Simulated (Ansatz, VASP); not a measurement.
**Ge in VASP and in Ansatz**

File INCAR:

```
SYSTEM = Ge
  ALGO = Normal
  EDIFF = 1E-6
  ENCUT = 500
  GGA = PE
  GGA_COMPAT = .False.
  ISIF = 2
  ISMEAR = 0
  LASPH = .True.
  LCHARG = .False.
  LREAL = .False.
  LWAVE = .False.
  NBANDS = 21
  NELM = 120
  PREC = Accurate
  SIGMA = 0.15
```

Contents of KPOINTS:

```
k-points
0
Gamma
  14 14 14
  0 0 0
```

The input POSCAR:

```
Ge
1.0
    0.0000000000      2.8287700000      2.7156192000
    2.8287700000      0.0000000000      2.7156192000
    2.8287700000      2.8287700000      0.0000000000
Ge
2
Direct
    0.5000000000      0.5000000000      0.5000000000
    0.7500000000      0.7500000000      0.7500000000
```

Input for Ansatz:

```yaml
crystal:
  lattice:
    - [0.0, 2.82877, 2.7156192]
    - [2.82877, 0.0, 2.7156192]
    - [2.82877, 2.82877, 0.0]
  atoms:
    - { symbol: Ge, position: [0.5, 0.5, 0.5] }
    - { symbol: Ge, position: [0.75, 0.75, 0.75] }
basis:
  ecutwfc: 420
kpoints:
  mp_grid: { grid: [14, 14, 14] }
hamiltonian:
  xc: pbe
scf:
  occupations: { method: gaussian, width: 0.15 }
output:
  forces: true
  stress: true
  eigenvalues: true
```

Change from the starting cell: strain +0.000 along x and y, -0.040 along z, atoms carried along.

Alike in both runs: task single point; functional PBE; k mesh 14 × 14 × 14; occupations gaussian, width 0.15 eV; no spin polarisation.

|  | VASP | Ansatz |
| --- | --- | --- |
| version | VASP 6.6.1 | Ansatz 0.2.0 |
| potentials or method | VASP PAW PBE potentials, release 64 (Ge_d), cutoff 500 eV | scalar-relativistic, plane waves, PAW |
| valence electrons in the cell | 28 | 28 |

|  | VASP | Ansatz | Ansatz less VASP |
| --- | --- | --- | --- |
| pressure (GPa) | 6.9 | 7.0 | +0.13 |
| traceless stress, the component that is largest in VASP (GPa) | 1.81 | 1.80 | -0.008 |

The functional is the same, so the differences come from potentials, cutoffs and numerics.
